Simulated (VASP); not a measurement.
A run of VASP 6.6.1:

The input INCAR:

```
  PREC = Accurate
  ENCUT = 520
  EDIFF = 1E-6
  ISMEAR = 0
  SIGMA = 0.1
  LREAL = False
  LASPH = True
  NELM = 100
  ALGO = Normal
  ISIF = 2
  LWAVE = False
  LCHARG = False
  GGA = PE
  NBANDS = 32
```

The input KPOINTS:

```
Automatic mesh
0
Gamma
  8 8 8
```

The input POSCAR:

```
Ta4N
1.0
    4.4021479499      0.0000000000      0.0000000000
    0.0000000000      4.4021479499      0.0000000000
    0.0000000000      0.0000000000      4.4021479499
Ta N
4 1
Direct
    0.2581826732      0.7418173268      0.7418173268
    0.7418173268      0.2581826732      0.7418173268
    0.7418173268      0.7418173268      0.2581826732
    0.2581826732      0.2581826732      0.2581826732
    0.0000000000      0.0000000000      0.0000000000
```

Potentials or basis: VASP PAW PBE potentials, release 64 (Ta_pv, N).

Run with:

```sh
$ cat potpaw_PBE.64/Ta_pv/POTCAR potpaw_PBE.64/N/POTCAR > POTCAR
$ mpirun -np 1 vasp_std > vasp.out
```

Hardware: 1 thread of Intel(R) Xeon(R) 6975P-C (Granite Rapids), on a shared host.

Problem. Estimate the wall time of this run.

Solution. It took 39 s on 1 thread of Intel(R) Xeon(R) 6975P-C (Granite Rapids), with other jobs on the host, peak memory 0.24 GiB. Counts: scf iterations 14, k points 35.
